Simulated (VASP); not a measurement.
# CuI (P4/nmm) in VASP: notebook

CuI is run at these levels: LDA; tasks: single point.

Everything below comes from runs of VASP 6.6.1. Logs are shortened: lines on timing, memory, paths and dates and some standing lists are left out, and cuts for length are marked.

**1. The cell of the first run**

Symmetry: P4/nmm, No. 129, tetragonal system. Conventional cell: a = 4.090 Å, b = 4.090 Å, c = 6.551 Å, α = 90.00°, β = 90.00°, γ = 90.00°. Within 3.5 Å of Cu (site symmetry -4m2) lie 4 I at 2.65 Å and 4 Cu at 2.89 Å. Within 3.5 Å of I (site symmetry 4mm) lie 4 Cu at 2.65 Å.

**2. Single point, LDA**

File INCAR:

```
PREC = Accurate
ENCUT = 520
EDIFF = 1E-6
ISMEAR = 0
SIGMA = 0.05
LREAL = F
LASPH = T
NELM = 60
ALGO = Normal
ISIF = 2
LWAVE = F
LCHARG = F
NELECT = 36.5
NBANDS = 26
```

File KPOINTS:

```
regular mesh
0
Gamma
  8 8 4
```

File POSCAR:

```
CuI
1.0
    4.0901961900      0.0000000000      0.0000000000
    0.0000000000      4.0901961900      0.0000000000
    0.0000000000      0.0000000000      6.5514580400
Cu I
2 2
Direct
    0.5000000000      0.5000000000      0.0000000000
    0.0000000000      0.0000000000      0.0000000000
    0.5000000000      0.0000000000      0.2569656400
    0.0000000000      0.5000000000      0.7430343600
```

Potentials or basis: VASP PAW LDA potentials, release 64 (Cu, I).

Started as:

```console
cat potpaw_LDA.64/Cu/POTCAR potpaw_LDA.64/I/POTCAR > POTCAR
mpirun -np 1 vasp_std > vasp.out
```

OUTCAR:

```text
PREC = Accurate
   ENCUT = 520
   EDIFF = 1E-6
   ISMEAR = 0
   LREAL = F
   LASPH = T
   NELM = 60
   ISIF = 2
   NELECT = 36.5

 ion  position               nearest neighbor table
   1  0.500  0.500  0.000-   3 2.65   4 2.65   3 2.65   4 2.65
   2  0.000  0.000  0.000-   3 2.65   4 2.65   4 2.65   3 2.65
   3  0.500  0.000  0.257-   1 2.65   2 2.65   1 2.65   2 2.65
   4  0.000  0.500  0.743-   1 2.65   2 2.65   2 2.65   1 2.65

  LATTYP: Found a simple tetragonal cell.
 ALAT       =     4.0901961900
 C/A-ratio  =     1.6017466487

  Lattice vectors:

 A1 = (   4.0901961900,   0.0000000000,   0.0000000000)
 A2 = (   0.0000000000,   4.0901961900,   0.0000000000)
 A3 = (   0.0000000000,   0.0000000000,   6.5514580400)

Analysis of symmetry for initial positions (statically):
=====================================================================
 Subroutine PRICEL returns:
 Original cell was already a primitive cell.

 Routine SETGRP: Setting up the symmetry group for a
 simple tetragonal supercell.

 Subroutine GETGRP returns: Found 16 space group operations
 (whereof  8 operations were pure point group operations)
 out of a pool of 16 trial point group operations.

The static configuration has the point symmetry D_2d.
 The point group associated with its full space group is D_4h.

Analysis of symmetry for dynamics (positions and initial velocities):
=====================================================================
 Subroutine PRICEL returns:
 Original cell was already a primitive cell.

 Routine SETGRP: Setting up the symmetry group for a
 simple tetragonal supercell.

 Subroutine GETGRP returns: Found 16 space group operations
 (whereof  8 operations were pure point group operations)
 out of a pool of 16 trial point group operations.

The dynamic configuration has the point symmetry D_2d.
 The point group associated with its full space group is D_4h.

 Subroutine INISYM returns: Found 16 space group operations
 (whereof  8 operations are pure point group operations),
 and found     1 'primitive' translations

----------------------------------------------------------------------------------------

                                     Primitive cell

  volume of cell :     109.6040

  direct lattice vectors                    reciprocal lattice vectors
     4.090196190  0.000000000  0.000000000     0.244487050  0.000000000  0.000000000
     0.000000000  4.090196190  0.000000000     0.000000000  0.244487050  0.000000000
     0.000000000  0.000000000  6.551458040     0.000000000  0.000000000  0.152637778

  length of vectors
     4.090196190  4.090196190  6.551458040     0.244487050  0.244487050  0.152637778

  position of ions in fractional coordinates (direct lattice)
     0.500000000  0.500000000  0.000000000
     0.000000000  0.000000000  0.000000000
     0.500000000  0.000000000  0.256965640
     0.000000000  0.500000000  0.743034360

  ion indices of the primitive-cell ions
   primitive index   ion index
                 1           1
                 2           2
                 3           3
                 4           4

----------------------------------------------------------------------------------------

 KPOINTS: regular mesh

Automatic generation of k-mesh.
 Grid dimensions read from file:
 generate k-points for:    8    8    4

 Generating k-lattice:

  Cartesian coordinates                     Fractional coordinates (reciprocal lattice)
     0.030560881  0.000000000  0.000000000     0.125000000  0.000000000  0.000000000
     0.000000000  0.030560881  0.000000000     0.000000000  0.125000000  0.000000000
     0.000000000  0.000000000  0.038159445     0.000000000  0.000000000  0.250000000

  Length of vectors
     0.030560881  0.030560881  0.038159445

  Shift w.r.t. Gamma in fractional coordinates (k-lattice)
     0.000000000  0.000000000  0.000000000

 Subroutine IBZKPT returns following result:
 ===========================================

 Found     45 irreducible k-points:

 Following reciprocal coordinates:
            Coordinates               Weight
  0.000000  0.000000  0.000000      1.000000
  0.125000  0.000000  0.000000      4.000000
  0.250000  0.000000  0.000000      4.000000
  0.375000  0.000000  0.000000      4.000000
  0.500000  0.000000  0.000000      2.000000
  0.125000  0.125000  0.000000      4.000000
[... 16 lines left out ...]
  0.375000  0.125000  0.250000     16.000000
  0.500000  0.125000  0.250000      8.000000
 [... further k-points ...]
   k-points           NKPTS =     45   k-points in BZ     NKDIM =     45   number of bands    NBANDS=     26
   number of dos      NEDOS =    301   number of ions     NIONS =      4
   total plane-waves  NPLWV =  45000
   dimension x,y,z NGX =    30 NGY =   30 NGZ =   50
   dimension x,y,z NGXF=    60 NGYF=   60 NGZF=  100
   ions per type =               2   2
   NGX,Y,Z   is equivalent  to a cutoff of  12.19, 12.19, 12.69 a.u.
   NGXF,Y,Z  is equivalent  to a cutoff of  24.39, 24.39, 25.38 a.u.
 SYSTEM =  unknown system
   PREC   = accura    normal or accurate (medium, high low for compatibility)
   ISTART =      0    job   : 0-new  1-cont  2-samecut
   ICHARG =      2    charge: 1-file 2-atom 10-const
   ISPIN  =      1    spin polarized calculation?
   LNONCOLLINEAR =      F non collinear calculations
   LSORBIT =      F    spin-orbit coupling
   LASPH  =      T    aspherical Exc in radial PAW
   ENCUT  =  520.0 eV  38.22 Ry    6.18 a.u.   7.61  7.61 12.18*2*pi/ulx,y,z
   NELM   =     60;   NELMIN=  2; NELMDL= -5     # of ELM steps
   EDIFF  = 0.1E-05   stopping-criterion for ELM
   LREAL  =      F    real-space projection
   EDIFFG = 0.1E-04   stopping-criterion for IOM
   NSW    =      0    number of steps for IOM
   IBRION =     -1    ionic relax: 0-MD 1-quasi-New 2-CG
   NFREE  =      0    steps in history (QN), initial steepest desc. (CG)
   ISIF   =      2    stress and relaxation
   ISYM   =      2    0-nonsym 1-usesym 2-fastsym
   POTIM  = 0.5000    time-step for ionic-motion
   TEBEG  =    0.0;   TEEND  =   0.0 temperature during run
   PSTRESS=    0.0 pullay stress
   NELECT =      36.5000    total number of electrons
   NUPDOWN=      -1.0000    fix difference up-down
   EMIN   =  10.00;   EMAX   =-10.00  energy-range for DOS
   EFERMI =   0.00;   METHOD = LEGACY
   ISMEAR =     0;   SIGMA  =   0.05  broadening in eV -4-tet -1-fermi 0-gaus
   EFERMI_NEDOS =   21; number of points for ismear=-14 and -15
   IALGO  =     38    algorithm
   IMIX   =      4    mixing-type and parameters
     AMIX     =   0.40;   BMIX     =  1.00
     AMIX_MAG =   1.60;   BMIX_MAG =  1.00
  volume/ion in A,a.u.               =      27.40       184.91
  Fermi-wavevector in a.u.,A,eV,Ry     =   1.134742  2.144351 17.519390  1.287639
  Thomas-Fermi vector in A             =   2.271446
   LORBIT       =      0    0 simple, 1 ext, 2 COOP (PROOUT), +10 PAW based schemes
   GGA     = CA    functional components
   LHFCALC =     F    Hartree Fock is set to
   AEXX    =    0.0000 exact exchange contribution
   IVDW    =     0    specifies the selected vdW correction
   LEPSILON=     F    determine dielectric tensor
   LRPA    =     F    only Hartree local field effects (RPA)
 non-spin polarized calculation
 Gauss-broadening in eV      SIGMA  =   0.05
  energy-cutoff  :      520.00
  volume of cell :      109.60
 maximum number of plane-waves:      2972
   NGX = 15   NGY = 15   NGZ = 25

 number of electron      36.4999971 magnetization

 Free energy of the ion-electron system (eV)
  ---------------------------------------------------
  ext. energy  EPLUGINS =         0.00000000
  ---------------------------------------------------
  free energy    TOTEN  =       -10.56679964 eV

  energy without entropy =      -10.56536649  energy(sigma->0) =      -10.56608307

 E-fermi :   6.7719     XC(G=0):  -9.4685

 val. band max:        6.7512031108   @ k =   0.3750   0.1250   0.5000
 cond. band min:       6.8066333124   @ k =   0.2500   0.0000   0.0000
 fundamental gap:      0.0554302016
 Fermi energy:         6.7719355407

 k-point     1 :       0.0000    0.0000    0.0000
  band No.  band energies     occupation
      1      -9.7348      2.00000
      2      -9.0425      2.00000
      3      -1.6349      2.00000
      4       0.4070      2.00000
      5       0.5960      2.00000
      6       0.5960      2.00000
[... 18 lines left out ...]
     25      12.4903      0.00000
     26      12.5915      0.00000

 k-point     2 :       0.1250    0.0000    0.0000
  band No.  band energies     occupation
      1      -9.6760      2.00000
      2      -9.0275      2.00000
      3      -1.5335      2.00000
      4       0.3738      2.00000
      5       0.4057      2.00000
      6       0.6150      2.00000
[... 18 lines left out ...]
     25      12.2384      0.00000
     26      12.7924      0.00000

 k-point     3 :       0.2500    0.0000    0.0000
  band No.  band energies     occupation
      1      -9.5168      2.00000
      2      -9.0026      2.00000
      3      -1.2586      2.00000
      4      -0.1813      2.00000
      5      -0.0437      2.00000
      6       0.4779      2.00000
[... 18 lines left out ...]
     25      11.2072      0.00000
     26      12.0826      0.00000

 k-point     4 :       0.3750    0.0000    0.0000
  band No.  band energies     occupation
      1      -9.3076      2.00000
      2      -9.0186      2.00000
      3      -0.9966      2.00000
      4      -0.7624      2.00000
      5      -0.3302      2.00000
      6       0.3269      2.00000
[... 18 lines left out ...]
     25      10.8438      0.00000
     26      11.2320      0.00000
[... 496 lines left out ...]
      1      -9.4090      2.00000
      2      -9.0443      2.00000
      3      -1.1468      2.00000
      4      -0.3542      2.00000
      5       0.0178      2.00000
      6       0.4483      2.00000
[... 18 lines left out ...]
     25      10.3626      0.00000
     26      11.9349      0.00000

 k-point    23 :       0.3750    0.1250    0.2500
  band No.  band energies     occupation
      1      -9.2275      2.00000
      2      -9.0225      2.00000
      3      -1.1846      2.00000
      4      -0.8945      2.00000
      5      -0.0079      2.00000
      6       0.4469      2.00000
[... 18 lines left out ...]
     25      11.2268      0.00000
     26      11.7026      0.00000

 k-point    24 :       0.5000    0.1250    0.2500
  band No.  band energies     occupation
      1      -9.0812      2.00000
      2      -9.0812      2.00000
      3      -1.1935      2.00000
      4      -1.1935      2.00000
      5       0.2630      2.00000
      6       0.2630      2.00000
[... 18 lines left out ...]
     25      11.2585      0.00000
     26      11.2585      0.00000

 [... further k-points ...]

------------------------ aborting loop because EDIFF is reached ----------------------------------------

  FORCE on cell =-STRESS in cart. coord.  units (eV):
  Direction    XX          YY          ZZ          XY          YZ          ZX
  --------------------------------------------------------------------------------------
  -------------------------------------------------------------------------------------
  Total        3.4803177      3.4803177      4.7730724      0.0000000      0.0000000      0.0000000
  in kB       50.8748596     50.8748596     69.7721914      0.0000000      0.0000000      0.0000000
  external PRESSURE =      57.1739702 kB  Pullay stress =       0.0000000 kB

 VOLUME and BASIS-vectors are now :
 -----------------------------------------------------------------------------
  energy-cutoff  :      520.00
  volume of cell :      109.60
      direct lattice vectors                 reciprocal lattice vectors
     4.090196190  0.000000000  0.000000000     0.244487050  0.000000000  0.000000000
     0.000000000  4.090196190  0.000000000     0.000000000  0.244487050  0.000000000
     0.000000000  0.000000000  6.551458040     0.000000000  0.000000000  0.152637778

 POSITION                                       TOTAL-FORCE (eV/Angst)
 -----------------------------------------------------------------------------------
      2.04510      2.04510      0.00000         0.000000     -0.000000     -0.000000
      0.00000      0.00000      0.00000         0.000000      0.000000     -0.000000
      2.04510      0.00000      1.68350         0.000000      0.000000      0.204223
      0.00000      2.04510      4.86796         0.000000     -0.000000     -0.204223
 -----------------------------------------------------------------------------------
    total drift:                                0.000000      0.000000      0.000000

  FREE ENERGIE OF THE ION-ELECTRON SYSTEM (eV)
  ---------------------------------------------------
  free  energy   TOTEN  =       -10.5667996441 eV

  energy  without entropy=      -10.5653664896  energy(sigma->0) =      -10.56608307
```

Wall time 2.5 min (1 thread of Intel Xeon 8259CL, shared host); peak memory 0.25 GiB.

What came out:

- Free energy: -10.5668 eV
- Largest force: 0.204 eV/Å

Forces in eV/Å, atoms in the order of the input:
```
Cu   0.000  0.000  0.000
Cu   0.000  0.000  0.000
I    0.000  0.000  0.204
I    0.000  0.000 -0.204
```

Caveat: the cell carries a net charge on a neutralising background, which shifts energy and pressure; the cell is charged against a uniform background, so pressure and absolute levels hang on convention; spin-orbit coupling is left out, which moves the levels of the heavy elements; semilocal functionals often make such compounds metallic where correlation or magnetic order opens a gap, which also shifts bond lengths.

(Continued in part 2 of 2.)
